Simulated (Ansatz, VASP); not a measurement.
# Cu: VASP beside Ansatz

The input INCAR:

```
SYSTEM = Cu
PREC = Accurate
ENCUT = 520
EDIFF = 1E-7
ISMEAR = -1
SIGMA = 0.1
LREAL = .FALSE.
LASPH = .TRUE.
NELM = 60
ALGO = Normal
ISIF = 2
LWAVE = .FALSE.
LCHARG = .FALSE.
NBANDS = 12
```

The input KPOINTS:

```
regular mesh
0
G
  14 14 14
  0 0 0
```

File POSCAR:

```
Cu
1.0
   -1.4427900000      1.4427900000      1.3760800000
    1.4427900000     -1.4427900000      1.3760800000
    1.4427900000      1.4427900000     -1.3760800000
Cu
1
Direct
    0.0000000000      0.0000000000      0.0000000000
```

Input for Ansatz:

```yaml
crystal:
  lattice:
    - [-1.44279, 1.44279, 1.37608]
    - [1.44279, -1.44279, 1.37608]
    - [1.44279, 1.44279, -1.37608]
  atoms:
    - { symbol: Cu, position: [0.0, 0.0, 0.0] }
kpoints:
  mp_grid:
    grid: [14, 14, 14]
hamiltonian:
  xc: lda
  pseudopotentials:
    kind: all_electron
    lapw: {}
scf:
  occupations:
    method: fermi_dirac
    width: 0.1
output:
  forces: true
  stress: true
  eigenvalues: true
```

Alike in both runs: task single point; functional LDA; k mesh 14 × 14 × 14; occupations fermi-dirac, width 0.1 eV; no spin polarisation.

|  | VASP | Ansatz |
| --- | --- | --- |
| version | VASP 6.6.1 | Ansatz 0.2.0 |
| potentials or method | VASP PAW LDA potentials, release 64 (Cu), cutoff 520 eV | all-electron (LAPW or listed datasets) |

VASP gave:

```
gap on the k mesh at the Fermi level (eV)                     : none
pressure (GPa)                                                : -6.9
traceless stress, the component that is largest in VASP (GPa) : -0.40
```

**Question.** Estimate Ansatz's values.

**Answer.** gap on the k mesh at the Fermi level (eV): none; pressure (GPa): -7.8; traceless stress, the component that is largest in VASP (GPa): -0.38.

LDA's correlation is that of Perdew and Zunger in VASP and of Perdew and Wang (1992) in Ansatz. A gap of «none» marks a metal or a gap that the smearing closes. Ansatz ran all-electron here, and VASP with PAW potentials.
